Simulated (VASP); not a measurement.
## ZrN: electric field gradients with PBE

ZrN:

```
CELL_PARAMETERS angstrom
0.00000 2.28423 2.28423
2.28423 0.00000 2.28423
2.28423 2.28423 0.00000
ATOMIC_POSITIONS crystal
Zr 0.00000 0.00000 0.00000
N 0.50000 0.50000 0.50000
```

```json
{
 "Program": "VASP 6.6.1",
 "Task": "electric field gradients",
 "Functional": "PBE",
 "Potentials or basis": "VASP PAW PBE potentials, release 64 (Zr_sv, N)",
 "Cutoff": "520 eV",
 "k mesh": "9 × 9 × 9",
 "Occupations": "fermi-dirac, width 0.01 eV",
 "Spin": "no spin polarisation",
 "Dipole correction": "no",
 "Further INCAR settings": "ALGO = Normal; EDIFF = 1e-08; NBANDS = 16"
}
```

```
Pressure : 4.7 GPa
```

Levels at points of the mesh, in eV from the Fermi level:
| k point | band 6 | band 7 | band 8 | band 9 | band 10 | band 11 | band 12 | band 13 |
| --- | --- | --- | --- | --- | --- | --- | --- | --- |
| (0.00, 0.00, 0.00) | -2.65 | -2.65 | -2.65 | -0.38 | -0.38 | -0.38 | 1.63 | 1.63 |

It took 6.6 s on 1 thread of Intel(R) Xeon(R) 6975P-C (Granite Rapids) (shared host), peak memory 0.14 GiB.

Caveat: without QUAD_EFG the Cq values of the log hold for a quadrupole moment of 1 mb, not for the nuclei.
